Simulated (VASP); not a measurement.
# Mn (R-3m) in VASP: notebook

Runs on Mn. Level: r2SCAN. Tasks: single point, relaxation of cell and atoms.

Program: VASP 6.6.1. These are calculated values, not measurements. Logs are shortened: lines on timing, memory, paths and dates and some standing lists are left out, and cuts for length are marked.

### Step 1. The cell of the first run

Symmetry: R-3m, No. 166, trigonal system. Conventional cell: a = 3.237 Å, b = 3.237 Å, c = 9.003 Å, α = 90.00°, β = 90.00°, γ = 120.00°. Mn (site symmetry 3m) has 6 Mn at 2.17 to 2.67 Å within 2.9 Å.

### Step 2. Single point, r2SCAN, collinear spin, ferromagnetic start

Contents of POSCAR:

```
Mn
1.0
    1.6182685492      0.9343077825      3.0008850053
   -1.6182685492      0.9343077825      3.0008850053
    0.0000000000     -1.8686155650      3.0008850053
Mn
2
Direct
    0.2275400000      0.2275400000      0.2275400000
    0.7724600000      0.7724600000      0.7724600000
```

Contents of INCAR.step1:

```
SYSTEM = Mn
ALGO = Normal
EDIFF = 1E-4
ENCUT = 520
GGA = PE
ISMEAR = 0
ISPIN = 2
LASPH = .TRUE.
LCHARG = .FALSE.
LMAXMIX = 4
LREAL = .FALSE.
LWAVE = .TRUE.
MAGMOM = 4 4
NBANDS = 24
NELM = 150
PREC = Accurate
SIGMA = 0.1
```

Contents of INCAR.step2:

```
SYSTEM = Mn
ALGO = Normal
EDIFF = 1E-7
ENCUT = 520
ISIF = 2
ISMEAR = 0
ISPIN = 2
ISTART = 1
LASPH = .TRUE.
LCHARG = .TRUE.
LELF = .TRUE.
LMAXMIX = 4
LMIXTAU = .TRUE.
LORBIT = 11
LREAL = .FALSE.
LVHAR = .TRUE.
LWAVE = .FALSE.
MAGMOM = 4 4
METAGGA = R2SCAN
NBANDS = 24
NELM = 150
PREC = Accurate
SIGMA = 0.1
```

Contents of KPOINTS:

```
k-points
0
G
  6 6 6
  0 0 0
```

Potentials or basis: VASP PAW PBE potentials, release 64 (Mn_pv).

Launch:

```bash
$ cat potpaw_PBE.64/Mn_pv/POTCAR > POTCAR
$ cp INCAR.step1 INCAR
$ mpirun -np 1 vasp_std > vasp.out
$ cp INCAR.step2 INCAR
$ mpirun -np 1 vasp_std > vasp.out
```

OUTCAR:

```text
SYSTEM = Mn
   EDIFF = 1E-7
   ENCUT = 520
   ISIF = 2
   ISMEAR = 0
   ISPIN = 2
   ISTART = 1
   LASPH = .TRUE.
   LORBIT = 11
   LREAL = .FALSE.
   METAGGA = R2SCAN
   NELM = 150
   PREC = Accurate

 ion  position               nearest neighbor table
   1  0.228  0.228  0.228-   2 2.17   2 2.17   2 2.17   2 2.67   2 2.67   2 2.67
   2  0.772  0.772  0.772-   1 2.17   1 2.17   1 2.17   1 2.67   1 2.67   1 2.67

  LATTYP: Found a trigonal (rhomboedric) cell.
 ALAT       =     3.5351145589
 COS(alpha) =     0.5808936906

  Lattice vectors:

 A1 = (   1.6182685492,   0.9343077825,   3.0008850053)
 A2 = (  -1.6182685492,   0.9343077825,   3.0008850053)
 A3 = (   0.0000000000,  -1.8686155650,   3.0008850053)

Analysis of symmetry for initial positions (statically):
=====================================================================
 Subroutine PRICEL returns:
 Original cell was already a primitive cell.

 Routine SETGRP: Setting up the symmetry group for a
 trigonal (rhombohedral) supercell.

 Subroutine GETGRP returns: Found 12 space group operations
 (whereof 12 operations were pure point group operations)
 out of a pool of 12 trial point group operations.

The static configuration has the point symmetry D_3d.

Analysis of symmetry for dynamics (positions and initial velocities):
=====================================================================
 Subroutine PRICEL returns:
 Original cell was already a primitive cell.

 Routine SETGRP: Setting up the symmetry group for a
 trigonal (rhombohedral) supercell.

 Subroutine GETGRP returns: Found 12 space group operations
 (whereof 12 operations were pure point group operations)
 out of a pool of 12 trial point group operations.

The dynamic configuration has the point symmetry D_3d.

Analysis of structural, dynamic, and magnetic symmetry:
=====================================================================
 Subroutine PRICEL returns:
 Original cell was already a primitive cell.

 Routine SETGRP: Setting up the symmetry group for a
 trigonal (rhombohedral) supercell.

 Subroutine GETGRP returns: Found 12 space group operations
 (whereof 12 operations were pure point group operations)
 out of a pool of 12 trial point group operations.

The overall configuration has the point symmetry D_3d.

 Subroutine INISYM returns: Found 12 space group operations
 (whereof 12 operations are pure point group operations),
 and found     1 'primitive' translations

----------------------------------------------------------------------------------------

                                     Primitive cell

  volume of cell :      27.2233

  direct lattice vectors                    reciprocal lattice vectors
     1.618268549  0.934307783  3.000885005     0.308972204  0.178385185  0.111078343
    -1.618268549  0.934307783  3.000885005    -0.308972204  0.178385185  0.111078343
     0.000000000 -1.868615565  3.000885005     0.000000000 -0.356770370  0.111078343

  length of vectors
     3.535114559  3.535114559  3.535114559     0.373662274  0.373662274  0.373662274

  position of ions in fractional coordinates (direct lattice)
     0.227540000  0.227540000  0.227540000
     0.772460000  0.772460000  0.772460000

  ion indices of the primitive-cell ions
   primitive index   ion index
                 1           1
                 2           2

----------------------------------------------------------------------------------------

 KPOINTS: k-points

Automatic generation of k-mesh.
 Grid dimensions read from file:
 generate k-points for:    6    6    6

 Generating k-lattice:

  Cartesian coordinates                     Fractional coordinates (reciprocal lattice)
     0.051495367  0.029730864  0.018513057     0.166666667  0.000000000 -0.000000000
    -0.051495367  0.029730864  0.018513057     0.000000000  0.166666667 -0.000000000
     0.000000000 -0.059461728  0.018513057    -0.000000000 -0.000000000  0.166666667

  Length of vectors
     0.062277046  0.062277046  0.062277046

  Shift w.r.t. Gamma in fractional coordinates (k-lattice)
     0.000000000  0.000000000  0.000000000

 Subroutine IBZKPT returns following result:
 ===========================================

 Found     32 irreducible k-points:

 Following reciprocal coordinates:
            Coordinates               Weight
  0.000000  0.000000  0.000000      1.000000
  0.166667  0.000000  0.000000      6.000000
  0.333333  0.000000  0.000000      6.000000
  0.500000 -0.000000  0.000000      3.000000
  0.166667  0.166667  0.000000      6.000000
  0.333333  0.166667  0.000000     12.000000
[... 16 lines left out ...]
  0.500000  0.500000  0.166667      6.000000
 -0.333333  0.500000  0.166667     12.000000
 [... further k-points ...]
   k-points           NKPTS =     32   k-points in BZ     NKDIM =     32   number of bands    NBANDS=     24
   number of dos      NEDOS =    301   number of ions     NIONS =      2
   total plane-waves  NPLWV =  21952
   dimension x,y,z NGX =    28 NGY =   28 NGZ =   28
   dimension x,y,z NGXF=    56 NGYF=   56 NGZF=   56
   ions per type =               2
   NGX,Y,Z   is equivalent  to a cutoff of  13.17, 13.17, 13.17 a.u.
   NGXF,Y,Z  is equivalent  to a cutoff of  26.34, 26.34, 26.34 a.u.
 SYSTEM =  Mn
   PREC   = accura    normal or accurate (medium, high low for compatibility)
   ISTART =      1    job   : 0-new  1-cont  2-samecut
   ICHARG =      0    charge: 1-file 2-atom 10-const
   ISPIN  =      2    spin polarized calculation?
   LNONCOLLINEAR =      F non collinear calculations
   LSORBIT =      F    spin-orbit coupling
   LASPH  =      T    aspherical Exc in radial PAW
   ENCUT  =  520.0 eV  38.22 Ry    6.18 a.u.   6.57  6.57  6.57*2*pi/ulx,y,z
   NELM   =    150;   NELMIN=  2; NELMDL=  0     # of ELM steps
   EDIFF  = 0.1E-06   stopping-criterion for ELM
   LREAL  =      F    real-space projection
   EDIFFG = 0.1E-05   stopping-criterion for IOM
   NSW    =      0    number of steps for IOM
   IBRION =     -1    ionic relax: 0-MD 1-quasi-New 2-CG
   NFREE  =      0    steps in history (QN), initial steepest desc. (CG)
   ISIF   =      2    stress and relaxation
   ISYM   =      2    0-nonsym 1-usesym 2-fastsym
   POTIM  = 0.5000    time-step for ionic-motion
   TEBEG  =    0.0;   TEEND  =   0.0 temperature during run
   PSTRESS=    0.0 pullay stress
[... 18 lines left out ...]
   LEPSILON=     F    determine dielectric tensor
   LRPA    =     F    only Hartree local field effects (RPA)
 spin polarized calculation
 Gauss-broadening in eV      SIGMA  =   0.10
  energy-cutoff  :      520.00
  volume of cell :       27.22
 maximum number of plane-waves:       748
 NGX is ok and might be reduce to    28
   NGX = 13   NGY = 13   NGZ = 13

 number of electron      26.0000002 magnetization      -0.0002202

 number of electron      26.0000002 magnetization       0.0000438

 Free energy of the ion-electron system (eV)
  ---------------------------------------------------
  ext. energy  EPLUGINS =         0.00000000
  ---------------------------------------------------
  free energy    TOTEN  =       -26.53138430 eV

  energy without entropy =      -26.51307862  energy(sigma->0) =      -26.52223146

 E-fermi :   7.6999     XC(G=0): -13.5690

 val. band max:        7.6995158239   @ k =   0.5000   0.1667   0.0000
 cond. band min:       7.7064819825   @ k =   0.3333   0.3333   0.3333
 fundamental gap:      0.0069661586
 Fermi energy:         7.6998856143

 spin component 1

 k-point     1 :       0.0000    0.0000    0.0000
  band No.  band energies     occupation
      1     -42.4305      1.00000
      2     -42.4305      1.00000
      3     -42.2731      1.00000
      4     -41.8053      1.00000
      5     -41.7784      1.00000
      6     -41.7784      1.00000
[... 16 lines left out ...]
     23      26.3527      0.00000
     24      26.3527      0.00000

 k-point     2 :       0.1667    0.0000    0.0000
  band No.  band energies     occupation
      1     -42.4392      1.00000
      2     -42.4384      1.00000
      3     -42.2827      1.00000
      4     -41.8109      1.00000
      5     -41.7753      1.00000
      6     -41.7744      1.00000
[... 16 lines left out ...]
     23      25.2090      0.00000
     24      26.0253      0.00000

 k-point     3 :       0.3333    0.0000    0.0000
  band No.  band energies     occupation
      1     -42.4567      1.00000
      2     -42.4537      1.00000
      3     -42.3007      1.00000
      4     -41.8359      1.00000
      5     -41.7695      1.00000
      6     -41.7534      1.00000
[... 16 lines left out ...]
     23      23.6890      0.00000
     24      25.1487      0.00000
[... 514 lines left out ...]
 k-point    23 :       0.5000    0.5000    0.1667
  band No.  band energies     occupation
      1     -42.5427      1.00000
      2     -42.4981      1.00000
      3     -42.3673      1.00000
      4     -41.7730      1.00000
      5     -41.7278      1.00000
      6     -41.6728      1.00000
[... 16 lines left out ...]
     23      29.9215      0.00000
     24      31.5649      0.00000

 k-point    24 :      -0.3333    0.5000    0.1667
  band No.  band energies     occupation
      1     -42.5686      1.00000
      2     -42.5187      1.00000
      3     -42.3782      1.00000
      4     -41.7858      1.00000
      5     -41.6904      1.00000
      6     -41.6544      1.00000
[... 16 lines left out ...]
     23      26.9566      0.00000
     24      30.9361      0.00000

 [... further k-points ...]

 spin component 2

 k-point     1 :       0.0000    0.0000    0.0000
  band No.  band energies     occupation
      1     -42.4305      1.00000
      2     -42.4305      1.00000
      3     -42.2731      1.00000
      4     -41.8053      1.00000
      5     -41.7783      1.00000
      6     -41.7783      1.00000
[... 16 lines left out ...]
     23      26.3528      0.00000
     24      26.3528      0.00000

 k-point     2 :       0.1667    0.0000    0.0000
  band No.  band energies     occupation
      1     -42.4391      1.00000
      2     -42.4383      1.00000
      3     -42.2827      1.00000
      4     -41.8110      1.00000
      5     -41.7753      1.00000
      6     -41.7744      1.00000
[... 16 lines left out ...]
     23      25.2090      0.00000
     24      26.0254      0.00000

 k-point     3 :       0.3333    0.0000    0.0000
  band No.  band energies     occupation
      1     -42.4567      1.00000
      2     -42.4536      1.00000
      3     -42.3007      1.00000
      4     -41.8359      1.00000
      5     -41.7694      1.00000
      6     -41.7534      1.00000
[... 16 lines left out ...]
     23      23.6891      0.00000
     24      25.1487      0.00000
[... 514 lines left out ...]
 k-point    23 :       0.5000    0.5000    0.1667
  band No.  band energies     occupation
      1     -42.5426      1.00000
      2     -42.4980      1.00000
      3     -42.3673      1.00000
      4     -41.7730      1.00000
      5     -41.7278      1.00000
      6     -41.6728      1.00000
[... 16 lines left out ...]
     23      29.9216      0.00000
     24      31.5649      0.00000

 k-point    24 :      -0.3333    0.5000    0.1667
  band No.  band energies     occupation
      1     -42.5686      1.00000
      2     -42.5186      1.00000
      3     -42.3782      1.00000
      4     -41.7858      1.00000
      5     -41.6904      1.00000
      6     -41.6544      1.00000
[... 16 lines left out ...]
     23      26.9566      0.00000
     24      30.9361      0.00000

 [... further k-points ...]

------------------------ aborting loop because EDIFF is reached ----------------------------------------

  FORCE on cell =-STRESS in cart. coord.  units (eV):
  Direction    XX          YY          ZZ          XY          YZ          ZX
  --------------------------------------------------------------------------------------
  -------------------------------------------------------------------------------------
  Total       -3.5690050     -3.5690050     -2.0060004      0.0000000      0.0000000      0.0000000
  in kB     -210.0470449   -210.0470449   -118.0593604      0.0000000      0.0000000      0.0000000
  external PRESSURE =    -179.3844834 kB  Pullay stress =       0.0000000 kB

 VOLUME and BASIS-vectors are now :
 -----------------------------------------------------------------------------
  energy-cutoff  :      520.00
  volume of cell :       27.22
      direct lattice vectors                 reciprocal lattice vectors
     1.618268549  0.934307783  3.000885005     0.308972204  0.178385185  0.111078343
    -1.618268549  0.934307783  3.000885005    -0.308972204  0.178385185  0.111078343
     0.000000000 -1.868615565  3.000885005     0.000000000 -0.356770370  0.111078343

 POSITION                                       TOTAL-FORCE (eV/Angst)
 -----------------------------------------------------------------------------------
      0.00000      0.00000      2.04846         0.000000      0.000000      0.018335
      0.00000      0.00000      6.95419         0.000000      0.000000     -0.018335
 -----------------------------------------------------------------------------------
    total drift:                               -0.000000      0.000000     -0.000000

  FREE ENERGIE OF THE ION-ELECTRON SYSTEM (eV)
  ---------------------------------------------------
  free  energy   TOTEN  =       -26.5313842972 eV

  energy  without entropy=      -26.5130786191  energy(sigma->0) =      -26.52223146

 total charge

# of ion       s       p       d       tot
------------------------------------------
    1        0.447   6.282   5.208  11.937
    2        0.447   6.282   5.208  11.937
--------------------------------------------------
tot          0.894  12.564  10.417  23.874

 magnetization (x)

# of ion       s       p       d       tot
------------------------------------------
    1        0.000   0.000   0.000   0.000
    2        0.000   0.000   0.000   0.000
--------------------------------------------------
tot          0.000   0.000   0.000   0.000
```

It took 1.7 min on 1 thread of Intel Xeon 6975P-C (Granite Rapids), shared host; peak memory 0.19 GiB.

Results:

* Free energy: -26.5314 eV
* Pressure: -17.9 GPa
* Largest force: 0.018 eV/Å
* Band gap on the k mesh: zero (filled and empty bands overlap)
* Net moment: 0.00 μB per cell
* Valence electrons inside the program's atomic spheres: Mn 11.94

Forces on the atoms (eV/Å):
```
Mn   0.000  0.000  0.018
Mn   0.000  0.000 -0.018
```

Caveat: the k points lie up to 0.39 Å⁻¹ apart; the starting moments collapsed, and a magnetic state may lie lower; the PAW data sets were made with another functional, which shifts forces and pressure a little.

### Step 3. Relaxation of cell and atoms, r2SCAN, collinear spin, ferromagnetic start

POSCAR is that of step 2.

Contents of INCAR.step1:

```
SYSTEM = Mn
PREC = Accurate
ENCUT = 600
ISMEAR = 0
SIGMA = 0.1
LREAL = .False.
LASPH = .True.
NELM = 150
ISPIN = 2
MAGMOM = 0.67 0.67
LMAXMIX = 4
GGA = PE
ALGO = Normal
EDIFF = 1E-4
LWAVE = .True.
LCHARG = .False.
```

Contents of INCAR.step2:

```
SYSTEM = Mn
PREC = Accurate
ENCUT = 600
EDIFF = 1E-6
ISMEAR = 0
SIGMA = 0.1
LREAL = .False.
LASPH = .True.
NELM = 150
ALGO = Normal
ISIF = 3
LWAVE = .False.
LCHARG = .False.
ISPIN = 2
MAGMOM = 0.67 0.67
LORBIT = 11
LMAXMIX = 4
METAGGA = R2SCAN
LMIXTAU = .True.
IBRION = 2
NSW = 90
EDIFFG = -0.04
ISTART = 1
```

Contents of KPOINTS:

```
Automatic mesh
0
Gamma
  6 6 6
  0 0 0
```

Potentials or basis: VASP PAW PBE potentials, release 64 (Mn_pv).

Launch:

```bash
$ cat potpaw_PBE.64/Mn_pv/POTCAR > POTCAR
$ cp INCAR.step1 INCAR
$ mpirun -np 1 vasp_std > vasp.out
$ cp INCAR.step2 INCAR
$ mpirun -np 1 vasp_std > vasp.out
```

Wall time 45 min (1 thread of AMD EPYC 9R45 (Zen 5), shared host); peak memory 0.18 GiB.

Results (log left out):

- Free energy: -28.5518 eV
- Relaxed volume: 10.42 Å³/atom
- Relaxed cell: a = 4.256 Å, b = 4.256 Å, c = 4.256 Å, α = 33.44°, β = 33.44°, γ = 33.44°
- Space group after relaxing (to 0.05 Å): Fm-3m (No. 225)
- Energy gained by relaxing: 1010.0 meV/atom
- Ionic steps: 34
- Pressure after relaxing: 0.1 GPa
- Largest force after relaxing: 0.016 eV/Å
- Band gap on the k mesh: zero (filled and empty bands overlap)
- Net moment: 0.00 μB per cell
- Valence electrons inside the program's atomic spheres: Mn 12.07

Forces in eV/Å, atoms in the order of the input:
```
Mn   0.000  0.000  0.016
Mn   0.000  0.000 -0.016
```

Stress tensor (GPa, compression positive):
```
-0.06  0.00  0.00
 0.00 -0.06  0.00
 0.00  0.00  0.31
```

The path:
```
step  energy change (eV)  largest force (eV/Å)  pressure (GPa)  volume (Å³)
   1              0.0000                0.0185          -17.96        27.22
   2              0.1120                2.9778           38.60        21.63
   3             -0.1815                1.0781            0.36        24.53
   4             -0.2959                0.5302            1.19        23.81
   5             -0.6609                0.3975            9.43        21.81
   6              2.1435               13.7501          172.85        17.77
   7             -0.7146                0.1281           12.15        21.51
   8             -0.7466                0.8578           19.93        20.98
   9             -0.7721                1.0275           20.44        20.94
  10             -0.8305                1.4728           22.94        20.82
  11             -0.8315                2.5555           32.71        20.55
  12             -0.9459                2.5487           27.34        20.84
  13             -1.1456                2.7402           14.63        21.69
  14             -1.0825                3.5857            3.36        23.22
  15             -1.2730                2.8325           -5.22        23.39
  16             -1.5410                1.3663          -20.74        23.81
  17             -1.4854                0.0616          -34.63        24.62
  18             -1.5884                0.3079          -30.06        24.21
  19             -1.7486                0.2323          -25.11        23.34
  20             -1.9241                0.0263          -11.25        21.77
  21             -1.9378                0.0822           -2.34        21.10
  22             -1.9388                0.0479           -4.20        21.23
  23             -1.9778                0.0755           -2.52        21.08
  24             -2.0182                0.0830            1.92        20.72
  25             -2.0183                0.0810            2.18        20.70
  26             -2.0183                0.0820            2.26        20.71
  27             -2.0196                0.0647            0.26        20.83
  28             -2.0197                0.0613           -0.01        20.85
  29             -2.0196                0.0548           -0.66        20.90
  30             -2.0197                0.0596           -0.26        20.87
  31             -2.0197                0.0603           -0.27        20.86
  32             -2.0197                0.0609           -0.20        20.86
  33             -2.0198                0.0532           -0.23        20.85
  34             -2.0200                0.0161            0.07        20.84
```

Final structure:
```
CELL_PARAMETERS angstrom
1.22426 0.70683 4.01419
-1.22426 0.70683 4.01419
0.00000 -1.41366 4.01419
ATOMIC_POSITIONS crystal
Mn 0.24988 0.24988 0.24988
Mn 0.75012 0.75012 0.75012
```

Levels at points of the mesh, in eV from the Fermi level:
Spin up:
```csv
k point,band 10,band 11,band 12,band 13,band 14,band 15,band 16,band 17
"(0.00, 0.00, 0.00)",-1.34,-1.34,-1.30,-1.30,0.25,0.68,0.68,1.83
"(0.50, 0.00, 0.00)",-3.21,-1.37,-1.37,0.11,0.13,1.94,1.94,4.80
"(0.50, 0.50, 0.00)",-1.38,-1.33,0.32,1.82,1.85,1.90,2.09,2.10
"(0.50, 0.50, 0.50)",-2.00,-0.97,-0.97,-0.96,-0.96,0.77,0.77,0.78
```
Spin down:
```
           k point  band 10  band 11  band 12  band 13  band 14  band 15  band 16  band 17
(0.00, 0.00, 0.00)    -1.34    -1.34    -1.30    -1.30     0.25     0.68     0.68     1.83
(0.50, 0.00, 0.00)    -3.21    -1.37    -1.37     0.11     0.13     1.94     1.94     4.80
(0.50, 0.50, 0.00)    -1.38    -1.33     0.32     1.82     1.85     1.90     2.09     2.10
(0.50, 0.50, 0.50)    -2.00    -0.97    -0.97    -0.96    -0.96     0.77     0.77     0.78
```

Caveat: the k points lie up to 0.50 Å⁻¹ apart in the final cell; the volume moved by over 15 % at a fixed basis, so the end points are rough; the PAW data sets were made with another functional, which shifts forces and pressure a little.
